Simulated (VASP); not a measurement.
Set up this calculation in VASP 6.6.1, as the native input.

| Quantity | Value |
| --- | --- |
| Task | relaxation of cell and atoms |
| Functional | PBE |
| Potentials or basis | VASP PAW PBE potentials, release 64 (P) |
| Cutoff | 600 eV |
| k mesh | 11 × 11 × 11 |
| Occupations | fermi-dirac, width 0.08 eV |
| Spin | no spin polarisation |
| Dipole correction | no |
| Further INCAR settings | ALGO = Normal; EDIFF = 1e-07; IBRION = 2; EDIFFG = -0.005; NSW = 100; ISIF = 3 |

The structure of P lies in POSCAR:

```
P
1.0
    0.0000000000      2.5259497683      2.5259497683
    2.5259497683      0.0000000000      2.5259497683
    2.5259497683      2.5259497683      0.0000000000
P
2
Direct
    0.0000000000      0.0000000000      0.0000000000
    0.2500000000      0.2500000000      0.2500000000
```

These files were run (other wordings do the same):

INCAR

```
ALGO = Normal
EDIFF = 1E-7
EDIFFG = -0.005
ENCUT = 600
GGA = PE
IBRION = 2
ISIF = 3
ISMEAR = -1
LASPH = True
LCHARG = False
LREAL = False
LWAVE = False
NELM = 100
NSW = 100
PREC = Accurate
SIGMA = 0.08
```

KPOINTS

```
k-points
0
Gamma
  11 11 11
```

Potentials or basis: VASP PAW PBE potentials, release 64 (P).

Run with:

```sh
$ cat potpaw_PBE.64/P/POTCAR > POTCAR
$ mpirun -np 1 vasp_std > vasp.out
```

It gave:

| Property | Result |
| --- | --- |
| Relaxed volume | 20.53 Å³/atom |
| Relaxed cell | a = 3.873 Å, b = 3.873 Å, c = 3.873 Å, α = 60.00°, β = 60.00°, γ = 60.00° |
| Space group after relaxing (to 0.05 Å) | Fd-3m (No. 227) |
| Energy gained by relaxing | 188.6 meV/atom |
| Ionic steps | 18 |
| Pressure after relaxing | 0.0 GPa |
| Band gap on the k mesh | zero (band 5 reaches 6.75 eV, above the bottom of band 6 at 5.01 eV) |

Caveat: the volume moved by over 15 % at a fixed basis, so the end points are rough.

It used 340 s of CPU time on 1 thread of AMD EPYC 7R13 Processor (Zen 3), on a shared host.
